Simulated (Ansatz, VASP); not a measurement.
# Al16As16H: VASP beside Ansatz

File INCAR:

```
ALGO = Normal
EDIFF = 1E-7
EDIFFG = -0.025
ENCUT = 450
GGA = PE
GGA_COMPAT = False
IBRION = 2
ISIF = 2
ISMEAR = 0
ISPIN = 2
LASPH = True
LCHARG = False
LORBIT = 11
LREAL = Auto
LWAVE = False
MAGMOM = 0 0 0 0.091 0 0 0 0 0.091 0.091 0 0 0.091 0 0 0 0 0 0.091 0 0 0 0 0 0.091 0.091 0.091 0 0.091 0.091 0 0 0.091
NELM = 200
NELMIN = 4
NSW = 65
PREC = Accurate
SIGMA = 0.01
```

File KPOINTS:

```
k-points
0
Gamma
  1 1 1
```

File POSCAR:

```
Al16As16H
1.0
   -5.7279123196      5.7279123196     -5.7279123196
   -5.7279123196     -5.7279123196      5.7279123196
    5.7279123196      5.7279123196      5.7279123196
Al As H
16 16 1
Direct
    0.7500000000      0.7500000000      0.5000000000
    0.5000000000      0.0000000000      0.5000000000
    0.5000000000      0.7500000000      0.7500000000
    0.2500000000      0.2500000000      0.5000000000
    0.2500000000      0.0000000000      0.7500000000
    0.2500000000      0.7500000000      0.0000000000
    0.0000000000      0.5000000000      0.5000000000
    0.0000000000      0.2500000000      0.7500000000
    0.0000000000      0.0000000000      0.0000000000
    0.0000000000      0.7500000000      0.2500000000
    0.7500000000      0.5000000000      0.7500000000
    0.7500000000      0.2500000000      0.0000000000
    0.7500000000      0.0000000000      0.2500000000
    0.5000000000      0.5000000000      0.0000000000
    0.5000000000      0.2500000000      0.2500000000
    0.2500000000      0.5000000000      0.2500000000
    0.0000000000      0.0000000000      0.7500000000
    0.7500000000      0.2500000000      0.7500000000
    0.7500000000      0.0000000000      0.0000000000
    0.5000000000      0.5000000000      0.7500000000
    0.5000000000      0.2500000000      0.0000000000
    0.5000000000      0.0000000000      0.2500000000
    0.2500000000      0.7500000000      0.7500000000
    0.2500000000      0.5000000000      0.0000000000
    0.2500000000      0.2500000000      0.2500000000
    0.2500000000      0.0000000000      0.5000000000
    0.0000000000      0.7500000000      0.0000000000
    0.0000000000      0.5000000000      0.2500000000
    0.0000000000      0.2500000000      0.5000000000
    0.7500000000      0.7500000000      0.2500000000
    0.7500000000      0.5000000000      0.5000000000
    0.5000000000      0.7500000000      0.5000000000
    0.0000000000      0.0000000000      0.2500000000
```

Input for Ansatz:

```yaml
crystal:
  lattice:
    - [-5.7279123196, 5.7279123196, -5.7279123196]
    - [-5.7279123196, -5.7279123196, 5.7279123196]
    - [5.7279123196, 5.7279123196, 5.7279123196]
  atoms:
    - { symbol: Al, position: [0.75, 0.75, 0.5] }
    - { symbol: Al, position: [0.5, 0.0, 0.5] }
    - { symbol: Al, position: [0.5, 0.75, 0.75] }
    - { symbol: Al, position: [0.25, 0.25, 0.5], spin: 0.091 }
    - { symbol: Al, position: [0.25, 0.0, 0.75] }
    - { symbol: Al, position: [0.25, 0.75, 0.0] }
    - { symbol: Al, position: [0.0, 0.5, 0.5] }
    - { symbol: Al, position: [0.0, 0.25, 0.75] }
    - { symbol: Al, position: [0.0, 0.0, 0.0], spin: 0.091 }
    - { symbol: Al, position: [0.0, 0.75, 0.25], spin: 0.091 }
    - { symbol: Al, position: [0.75, 0.5, 0.75] }
    - { symbol: Al, position: [0.75, 0.25, 0.0] }
    - { symbol: Al, position: [0.75, 0.0, 0.25], spin: 0.091 }
    - { symbol: Al, position: [0.5, 0.5, 0.0] }
    - { symbol: Al, position: [0.5, 0.25, 0.25] }
    - { symbol: Al, position: [0.25, 0.5, 0.25] }
    - { symbol: As, position: [0.0, 0.0, 0.75] }
    - { symbol: As, position: [0.75, 0.25, 0.75] }
    - { symbol: As, position: [0.75, 0.0, 0.0], spin: 0.091 }
    - { symbol: As, position: [0.5, 0.5, 0.75] }
    - { symbol: As, position: [0.5, 0.25, 0.0] }
    - { symbol: As, position: [0.5, 0.0, 0.25] }
    - { symbol: As, position: [0.25, 0.75, 0.75] }
    - { symbol: As, position: [0.25, 0.5, 0.0] }
    - { symbol: As, position: [0.25, 0.25, 0.25], spin: 0.091 }
    - { symbol: As, position: [0.25, 0.0, 0.5], spin: 0.091 }
    - { symbol: As, position: [0.0, 0.75, 0.0], spin: 0.091 }
    - { symbol: As, position: [0.0, 0.5, 0.25] }
    - { symbol: As, position: [0.0, 0.25, 0.5], spin: 0.091 }
    - { symbol: As, position: [0.75, 0.75, 0.25], spin: 0.091 }
    - { symbol: As, position: [0.75, 0.5, 0.5] }
    - { symbol: As, position: [0.5, 0.75, 0.5] }
    - { symbol: H, position: [0.0, 0.0, 0.25], spin: 0.091 }
  host:
    lattice:
      - [0.0, 2.8639561598, 2.8639561598]
      - [2.8639561598, 0.0, 2.8639561598]
      - [2.8639561598, 2.8639561598, 0.0]
    atoms:
      - { symbol: Al, position: [0.0, 0.0, 0.0] }
      - { symbol: As, position: [0.75, 0.75, 0.75] }
basis:
  ecutwfc: 420
  xc_grid: 2
kpoints:
  mp_grid: { grid: [1, 1, 1], shift: [0.0, 0.0, 0.0] }
hamiltonian:
  xc: pbe
scf:
  occupations: { method: gaussian, width: 0.01 }
output:
  forces: true
  stress: false
  eigenvalues: true
  populations: true
  charged_corrections:
    defect_position: [0.0, 0.0, 0.25]
    epsilon: [[11.5641, 0.0, 0.0], [0.0, 11.5641, 0.0], [0.0, 0.0, 11.5641]]
magnetization:
  spin_polarized: true
relax:
  adjacent_minimum: "off"
  f_tol: 0.025
  max_steps: 45
```

Alike in both runs: task relaxation of the atoms; functional PBE; k mesh 1 × 1 × 1; occupations gaussian, width 0.01 eV; collinear spin.

|  | VASP | Ansatz |
| --- | --- | --- |
| version | VASP 6.6.1 | Ansatz 0.2.0 |
| potentials or method | VASP PAW PBE potentials, release 64 (Al, As, H), cutoff 450 eV | scalar-relativistic, plane waves, PAW |
| valence electrons in the cell | 129 | 289 |

|  | VASP | Ansatz | Ansatz less VASP |
| --- | --- | --- | --- |
| net moment per atom (μB) | 0.03 | 0.03 | 0.000 |

VASP's potentials hold 129 valence electrons a cell and Ansatz's 289, so a difference there can come from the potentials and not from the codes.
